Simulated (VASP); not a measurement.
# MgO in VASP: settings compared

MgO is run at these levels: PBE, r2SCAN, HSE06; tasks: single point.

Everything below comes from runs of VASP 6.6.1. Logs are shortened: lines on timing, memory, paths and dates and some standing lists are left out, and cuts for length are marked.

## Step 1: The cell of the first run

Symmetry: R-3m, No. 166, trigonal system. The conventional cell has a = 2.973 Å, b = 2.973 Å, c = 7.102 Å, α = 90.00°, β = 90.00°, γ = 120.00°. Within 2.8 Å of Mg (site symmetry -3m) lie 6 O at 2.09 Å. Within 2.8 Å of O (site symmetry -3m) lie 6 Mg at 2.09 Å.

## Step 2: Single point, PBE (strain along [111] -2.5%)

Input file INCAR:

```
ALGO = Normal
EDIFF = 1E-6
ENCUT = 520
GGA = PE
ISIF = 2
ISMEAR = -1
LASPH = True
LCHARG = True
LELF = True
LREAL = False
LVHAR = True
LWAVE = False
NBANDS = 11
NELM = 80
PREC = Accurate
SIGMA = 0.02
```

Input file KPOINTS:

```
k-points
0
Gamma
  10 10 10
```

Input file POSCAR:

```
MgO
1.0
   -0.0346156901      2.0675517267      2.0675517267
    2.0675517267     -0.0346156901      2.0675517267
    2.0675517267      2.0675517267     -0.0346156901
Mg O
1 1
Direct
    0.0000000000      0.0000000000      0.0000000000
    0.5000000000      0.5000000000      0.5000000000
```

Potentials or basis: VASP PAW PBE potentials, release 64 (Mg, O).

Command:

```sh
> cat potpaw_PBE.64/Mg/POTCAR potpaw_PBE.64/O/POTCAR > POTCAR
> mpirun -np 1 vasp_std > vasp.out
```

OUTCAR:

```text
EDIFF = 1E-6
   ENCUT = 520
   GGA = PE
   ISIF = 2
   ISMEAR = -1
   LASPH = True
   LREAL = False
   NELM = 80
   PREC = Accurate

 ion  position               nearest neighbor table
   1  0.000  0.000  0.000-   2 2.09   2 2.09   2 2.09   2 2.09   2 2.09   2 2.09
   2  0.500  0.500  0.500-   1 2.09   1 2.09   1 2.09   1 2.09   1 2.09   1 2.09

  LATTYP: Found a trigonal (rhomboedric) cell.
 ALAT       =     2.9241645869
 COS(alpha) =     0.4831899219

  Lattice vectors:

 A1 = (  -0.0346156901,   2.0675517267,   2.0675517267)
 A2 = (   2.0675517267,  -0.0346156901,   2.0675517267)
 A3 = (   2.0675517267,   2.0675517267,  -0.0346156901)

Analysis of symmetry for initial positions (statically):
=====================================================================
 Subroutine PRICEL returns:
 Original cell was already a primitive cell.

 Routine SETGRP: Setting up the symmetry group for a
 trigonal (rhombohedral) supercell.

 Subroutine GETGRP returns: Found 12 space group operations
 (whereof 12 operations were pure point group operations)
 out of a pool of 12 trial point group operations.

The static configuration has the point symmetry D_3d.

Analysis of symmetry for dynamics (positions and initial velocities):
=====================================================================
 Subroutine PRICEL returns:
 Original cell was already a primitive cell.

 Routine SETGRP: Setting up the symmetry group for a
 trigonal (rhombohedral) supercell.

 Subroutine GETGRP returns: Found 12 space group operations
 (whereof 12 operations were pure point group operations)
 out of a pool of 12 trial point group operations.

The dynamic configuration has the point symmetry D_3d.

 Subroutine INISYM returns: Found 12 space group operations
 (whereof 12 operations are pure point group operations),
 and found     1 'primitive' translations

----------------------------------------------------------------------------------------

                                     Primitive cell

  volume of cell :      18.1205

  direct lattice vectors                    reciprocal lattice vectors
    -0.034615690  2.067551727  2.067551727    -0.235841861  0.239857644  0.239857644
     2.067551727 -0.034615690  2.067551727     0.239857644 -0.235841861  0.239857644
     2.067551727  2.067551727 -0.034615690     0.239857644  0.239857644 -0.235841861

  length of vectors
     2.924164587  2.924164587  2.924164587     0.413140124  0.413140124  0.413140124

[... 83 lines left out ...]
   NSW    =      0    number of steps for IOM
   IBRION =     -1    ionic relax: 0-MD 1-quasi-New 2-CG
   NFREE  =      0    steps in history (QN), initial steepest desc. (CG)
   ISIF   =      2    stress and relaxation
   ISYM   =      2    0-nonsym 1-usesym 2-fastsym
   POTIM  = 0.5000    time-step for ionic-motion
   TEBEG  =    0.0;   TEEND  =   0.0 temperature during run
   PSTRESS=    0.0 pullay stress
   NELECT =       8.0000    total number of electrons
   NUPDOWN=      -1.0000    fix difference up-down
   EMIN   =  10.00;   EMAX   =-10.00  energy-range for DOS
   EFERMI =   0.00;   METHOD = LEGACY
   ISMEAR =    -1;   SIGMA  =   0.02  broadening in eV -4-tet -1-fermi 0-gaus
   EFERMI_NEDOS =   21; number of points for ismear=-14 and -15
   IALGO  =     38    algorithm
   IMIX   =      4    mixing-type and parameters
     AMIX     =   0.40;   BMIX     =  1.00
     AMIX_MAG =   1.60;   BMIX_MAG =  1.00
  volume/ion in A,a.u.               =       9.06        61.14
  Fermi-wavevector in a.u.,A,eV,Ry     =   1.246565  2.355666 21.142410  1.553923
  Thomas-Fermi vector in A             =   2.380736
   LORBIT       =      0    0 simple, 1 ext, 2 COOP (PROOUT), +10 PAW based schemes
   GGA     = PE    functional components
   LHFCALC =     F    Hartree Fock is set to
   AEXX    =    0.0000 exact exchange contribution
   IVDW    =     0    specifies the selected vdW correction
   LEPSILON=     F    determine dielectric tensor
   LRPA    =     F    only Hartree local field effects (RPA)
 non-spin polarized calculation
  energy-cutoff  :      520.00
  volume of cell :       18.12
 maximum number of plane-waves:       525
 NGX is ok and might be reduce to    24
   NGX = 11   NGY = 11   NGZ = 11

 number of electron       8.0000001 magnetization

 Free energy of the ion-electron system (eV)
  ---------------------------------------------------
  ext. energy  EPLUGINS =         0.00000000
  ---------------------------------------------------
  free energy    TOTEN  =       -11.87461504 eV

  energy without entropy =      -11.87461504  energy(sigma->0) =      -11.87461504

 E-fermi :   3.9005     XC(G=0): -11.2248

 val. band max:        3.5474252604   @ k =   0.0000   0.0000   0.0000
 cond. band min:       8.4411156243   @ k =   0.0000   0.0000   0.0000
 fundamental gap:      4.8936903639
 Fermi energy:         3.9005296811

 k-point     1 :       0.0000    0.0000    0.0000
  band No.  band energies     occupation
      1     -14.0008      2.00000
      2       3.3613      2.00000
      3       3.3613      2.00000
      4       3.5474      2.00000
      5       8.4411      0.00000
      6      19.1459      0.00000
      7      19.1459      0.00000
      8      19.9132      0.00000
      9      23.3765      0.00000
     10      25.2110      0.00000
     11      25.2110      0.00000
[... 309 lines left out ...]
 k-point    24 :       0.4000    0.3000   -0.0000
  band No.  band energies     occupation
      1     -12.6923      2.00000
      2      -0.2609      2.00000
      3       1.9957      2.00000
      4       2.3986      2.00000
      5      13.3809      0.00000
      6      13.5996      0.00000
      7      17.3554      0.00000
      8      22.0277      0.00000
      9      22.2077      0.00000
     10      28.7146      0.00000
     11      30.9714      0.00000

 [... further k-points ...]
[... 5 lines left out ...]
  --------------------------------------------------------------------------------------
  -------------------------------------------------------------------------------------
  Total        1.0606579      1.0606579      1.0606579      0.2761057      0.2761057      0.2761057
  in kB       93.7812020     93.7812020     93.7812020     24.4126992     24.4126992     24.4126992
  external PRESSURE =      93.7812020 kB  Pullay stress =       0.0000000 kB

 VOLUME and BASIS-vectors are now :
 -----------------------------------------------------------------------------
  energy-cutoff  :      520.00
  volume of cell :       18.12
      direct lattice vectors                 reciprocal lattice vectors
    -0.034615690  2.067551727  2.067551727    -0.235841861  0.239857644  0.239857644
     2.067551727 -0.034615690  2.067551727     0.239857644 -0.235841861  0.239857644
     2.067551727  2.067551727 -0.034615690     0.239857644  0.239857644 -0.235841861

 POSITION                                       TOTAL-FORCE (eV/Angst)
 -----------------------------------------------------------------------------------
      0.00000      0.00000      0.00000         0.000000     -0.000000      0.000000
      2.05024      2.05024      2.05024        -0.000000      0.000000     -0.000000
 -----------------------------------------------------------------------------------
    total drift:                               -0.000000     -0.000000      0.000000

  FREE ENERGIE OF THE ION-ELECTRON SYSTEM (eV)
  ---------------------------------------------------
  free  energy   TOTEN  =       -11.8746150436 eV

  energy  without entropy=      -11.8746150436  energy(sigma->0) =      -11.87461504
```

Wall time 11 s (1 thread of Intel Xeon Platinum 8375C at 2.90GHz (Ice Lake), shared host); peak memory 0.15 GiB.

What came out:

* Free energy: -11.8746 eV
* Pressure: 9.4 GPa
* Band gap on the k mesh: 4.89 eV, direct

Caveat: the cell differs from its parent crystal (strain along [111] -2.5%).

## Step 3: Single point, PBE (shear xy strain -1.3%)

Input file INCAR:

```
PREC = Accurate
ENCUT = 520
EDIFF = 1E-6
ISMEAR = -1
SIGMA = 0.02
LREAL = F
LASPH = T
NELM = 100
ALGO = Normal
ISIF = 2
LWAVE = F
LCHARG = F
GGA = PE
NBANDS = 11
```

Input file KPOINTS:

```
Automatic mesh
0
Gamma
  10 10 10
```

Input file POSCAR:

```
MgO
1.0
   -0.0139794133      2.1021674168      2.1021674168
    2.1021674168     -0.0139794133      2.1021674168
    2.0881880035      2.0881880035      0.0000000000
Mg O
1 1
Direct
    0.0000000000      0.0000000000      0.0000000000
    0.5000000000      0.5000000000      0.5000000000
```

Potentials or basis: VASP PAW PBE potentials, release 64 (Mg, O).

Command:

```sh
> cat potpaw_PBE.64/Mg/POTCAR potpaw_PBE.64/O/POTCAR > POTCAR
> mpirun -np 1 vasp_std > vasp.out
```

It took 15 s on 1 thread of Intel Xeon Platinum 8375C at 2.90GHz (Ice Lake), shared host; peak memory 0.17 GiB.

It converged, with:

- Free energy: -11.9010 eV
- Pressure: 4.9 GPa
- Band gap on the k mesh: 4.73 eV, direct

Stress tensor (GPa, compression positive):
```
4.91 1.97 0.00
1.97 4.91 0.00
0.00 0.00 4.87
```

Levels at points of the mesh, in eV from the valence-band top:
```tsv
k point	band 1	band 2	band 3	band 4	band 5	band 6	band 7	band 8	band 9
(0.00, 0.00, 0.00)	-17.34	-0.10	-0.05	0.00	4.73	15.59	15.78	15.98	19.71
(0.50, 0.00, 0.00)	-16.06	-4.72	-0.71	-0.65	7.93	12.54	16.35	16.48	20.98
(0.50, 0.50, 0.00)	-15.78	-4.16	-1.49	-1.33	9.05	10.01	13.11	18.87	19.15
(0.00, 0.00, 0.50)	-16.03	-4.67	-0.76	-0.71	7.84	12.69	16.16	16.29	20.86
(0.50, 0.00, 0.50)	-15.78	-4.16	-1.41	-1.41	9.08	9.98	13.10	19.01	19.01
```

Caveat: the cell differs from its parent crystal (shear xy strain -1.3%).

## Step 4: Single point, r2SCAN (strain along [111] -2.5%)

Input file POSCAR:

```
MgO
1.0
   -0.0346156901      2.0675517267      2.0675517267
    2.0675517267     -0.0346156901      2.0675517267
    2.0675517267      2.0675517267     -0.0346156901
Mg O
1 1
Direct
    0.0000000000      0.0000000000      0.0000000000
    0.5000000000      0.5000000000      0.5000000000
```

Input file INCAR.step1:

```
PREC = Accurate
ENCUT = 520
ISMEAR = 0
SIGMA = 0.01
LREAL = F
LASPH = T
NELM = 80
NBANDS = 11
GGA = PE
ALGO = Normal
EDIFF = 1E-4
LWAVE = T
LCHARG = F
```

Input file INCAR.step2:

```
PREC = Accurate
ENCUT = 520
EDIFF = 1E-6
ISMEAR = 0
SIGMA = 0.01
LREAL = F
LASPH = T
NELM = 80
ALGO = Normal
ISIF = 2
LWAVE = F
LCHARG = F
METAGGA = R2SCAN
LMIXTAU = T
NBANDS = 11
ISTART = 1
```

KPOINTS is that of step 3.

Command:

```sh
> cat potpaw_PBE.64/Mg/POTCAR potpaw_PBE.64/O/POTCAR > POTCAR
> cp INCAR.step1 INCAR
> mpirun -np 1 vasp_std > vasp.out
> cp INCAR.step2 INCAR
> mpirun -np 1 vasp_std > vasp.out
```

Run time: 42 s. Hardware: 1 thread of Intel Xeon Platinum 8375C at 2.90GHz (Ice Lake), shared host; peak memory 0.16 GiB.

The run converged. Its results:

```
Free energy            : -16.1501 eV
Pressure               : 3.2 GPa
Band gap on the k mesh : 5.78 eV, direct
```

Stress tensor (GPa, compression positive):
```
3.24 2.60 2.60
2.60 3.24 2.60
2.60 2.60 3.24
```

Levels at points of the mesh, in eV from the valence-band top:
| k point | band 2 | band 3 | band 4 | band 5 | band 6 | band 7 |
| --- | --- | --- | --- | --- | --- | --- |
| (0.00, 0.00, 0.00) | -0.19 | -0.19 | 0.00 | 5.78 | 16.63 | 16.63 |
| (0.50, 0.00, 0.00) | -4.91 | -0.86 | -0.73 | 8.93 | 13.94 | 17.58 |
| (0.50, 0.50, 0.00) | -4.36 | -1.65 | -1.44 | 9.91 | 11.31 | 14.49 |
| (0.50, 0.50, 0.50) | -4.79 | -0.95 | -0.95 | 8.70 | 14.33 | 17.25 |

Caveat: the cell differs from its parent crystal (strain along [111] -2.5%); the PAW data sets were made with another functional, which shifts forces and pressure a little.

## Step 5: Single point, r2SCAN (shear xy strain -1.3%)

Input file POSCAR:

```
MgO
1.0
   -0.0139794133      2.1021674168      2.1021674168
    2.1021674168     -0.0139794133      2.1021674168
    2.0881880035      2.0881880035      0.0000000000
Mg O
1 1
Direct
    0.0000000000      0.0000000000      0.0000000000
    0.5000000000      0.5000000000      0.5000000000
```

Input file INCAR.step1:

```
SYSTEM = MgO
ALGO = Normal
EDIFF = 1E-4
ENCUT = 520
GGA = PE
ISMEAR = 0
LASPH = .TRUE.
LCHARG = .FALSE.
LREAL = .FALSE.
LWAVE = .TRUE.
NBANDS = 11
NELM = 60
PREC = Accurate
SIGMA = 0.01
```

Input file INCAR.step2:

```
SYSTEM = MgO
ALGO = Normal
EDIFF = 1E-6
ENCUT = 520
ISIF = 2
ISMEAR = 0
ISTART = 1
LASPH = .TRUE.
LCHARG = .FALSE.
LMIXTAU = .TRUE.
LREAL = .FALSE.
LWAVE = .FALSE.
METAGGA = R2SCAN
NBANDS = 11
NELM = 60
PREC = Accurate
SIGMA = 0.01
```

Input file KPOINTS:

```
k-points
0
G
  10 10 10
  0 0 0
```

Command:

```sh
> cat potpaw_PBE.64/Mg/POTCAR potpaw_PBE.64/O/POTCAR > POTCAR
> cp INCAR.step1 INCAR
> mpirun -np 1 vasp_std > vasp.out
> cp INCAR.step2 INCAR
> mpirun -np 1 vasp_std > vasp.out
```

Wall time 63 s (1 thread of Intel Xeon Platinum 8375C at 2.90GHz (Ice Lake), shared host); peak memory 0.17 GiB.

The run converged. Its results:

```yaml
Free_energy: -16.1595 eV
Pressure: -1.1 GPa
Band_gap_on_the_k_mesh: 5.61 eV, direct
```

Stress tensor (GPa, compression positive):
```
-1.12  2.10  0.00
 2.10 -1.12  0.00
 0.00  0.00 -1.16
```

Levels at points of the mesh, in eV from the valence-band top:
```tsv
k point	band 2	band 3	band 4	band 5	band 6	band 7
(0.00, 0.00, 0.00)	-0.10	-0.05	0.00	5.61	16.62	16.82
(0.50, 0.00, 0.00)	-4.71	-0.73	-0.67	8.83	13.74	17.46
(0.50, 0.50, 0.00)	-4.18	-1.51	-1.35	9.96	11.10	14.30
(0.00, 0.00, 0.50)	-4.66	-0.79	-0.73	8.74	13.90	17.27
(0.50, 0.00, 0.50)	-4.18	-1.43	-1.43	9.99	11.07	14.30
```

Caveat: the cell differs from its parent crystal (shear xy strain -1.3%); the PAW data sets were made with another functional, which shifts forces and pressure a little.

## Step 6: Single point, HSE06 (strain +0.3%)

Input file POSCAR:

```
MgO
1.0
    0.0000000000      2.1088943526      2.1088943526
    2.1088943526      0.0000000000      2.1088943526
    2.1088943526      2.1088943526      0.0000000000
Mg O
1 1
Direct
    0.0000000000      0.0000000000      0.0000000000
    0.5000000000      0.5000000000      0.5000000000
```

Input file INCAR.step1:

```
SYSTEM = MgO
PREC = Accurate ; ENCUT = 520
EDIFF = 1E-5 ; ISMEAR = 0
SIGMA = 0.01 ; LREAL = .FALSE.
LASPH = .TRUE. ; NELM = 100
ALGO = Normal ; ISIF = 2
LWAVE = .TRUE. ; LCHARG = .FALSE.
GGA = PE ; NBANDS = 11
```

Input file INCAR.step2:

```
SYSTEM = MgO
PREC = Accurate ; ENCUT = 520
EDIFF = 1E-7 ; ISMEAR = 0
SIGMA = 0.01 ; LREAL = .FALSE.
LASPH = .TRUE. ; NELM = 100
ALGO = Normal ; ISIF = 2
LWAVE = .FALSE. ; LCHARG = .FALSE.
GGA = PE ; LHFCALC = .TRUE.
HFSCREEN = 0.2079 ; PRECFOCK = Normal
ISTART = 1 ; NBANDS = 11
```

Input file KPOINTS:

```
Automatic mesh
0
G
  8 8 8
  0 0 0
```

Potentials or basis: VASP PAW PBE potentials, release 64 (Mg, O).

Command:

```sh
> cat potpaw_PBE.64/Mg/POTCAR potpaw_PBE.64/O/POTCAR > POTCAR
> cp INCAR.step1 INCAR
> mpirun -np 1 vasp_std > vasp.out
> cp INCAR.step2 INCAR
> mpirun -np 1 vasp_std > vasp.out
```

It took 36 min on 1 thread of Intel Xeon Platinum 8375C at 2.90GHz (Ice Lake), shared host; peak memory 0.26 GiB.

Results (log left out):

| Property | Result |
| --- | --- |
| Free energy | -14.2089 eV |
| Pressure | -2.2 GPa |
| Band gap on the k mesh | 6.39 eV, direct |

Levels at points of the mesh, in eV from the valence-band top:
```tsv
k point	band 1	band 2	band 3	band 4	band 5	band 6	band 7	band 8	band 9
(0.00, 0.00, 0.00)	-18.80	0.00	0.00	0.00	6.39	17.72	17.72	17.72	21.64
(0.50, 0.00, 0.00)	-17.47	-4.91	-0.71	-0.71	9.64	14.81	18.27	18.27	22.97
(0.50, 0.50, 0.00)	-17.19	-4.37	-1.46	-1.46	10.84	11.80	15.31	21.30	21.30
```

Caveat: the cell differs from its parent crystal (strain +0.3%); the PAW data sets were made with another functional, which shifts forces and pressure a little.

## Step 7: The runs side by side

```tsv
level	cell	k mesh	smearing	grid for exact exchange (PRECFOCK)	screening parameter	gap on the mesh (eV)	pressure (GPa)
PBE	a = 2.924 Å, angles 61.1°, 2 atoms	10 × 10 × 10	fermi-dirac 0.02 eV	-	-	4.89	9.4
PBE	a = 2.973, b = 2.973, c = 2.953 Å, angles 60.2, 60.2, 60.4°, 2 atoms	10 × 10 × 10	fermi-dirac 0.02 eV	-	-	4.73	4.9
r2SCAN	a = 2.924 Å, angles 61.1°, 2 atoms	10 × 10 × 10	gaussian 0.01 eV	-	-	5.78	3.2
r2SCAN	a = 2.973, b = 2.973, c = 2.953 Å, angles 60.2, 60.2, 60.4°, 2 atoms	10 × 10 × 10	gaussian 0.01 eV	-	-	5.61	-1.1
HSE06	a = 2.982 Å, angles 60.0°, 2 atoms	8 × 8 × 8	gaussian 0.01 eV	Normal	0.2079 1/Å	6.39	-2.2
```

Alike in all rows: task single point; potentials or basis VASP PAW PBE potentials, release 64 (Mg, O); no spin polarisation; cutoff (eV) 520.

Caveats: the PAW data sets were made with another functional, which shifts forces and pressure a little (some runs).

Absolute energies hang on the potentials; compare differences alone.
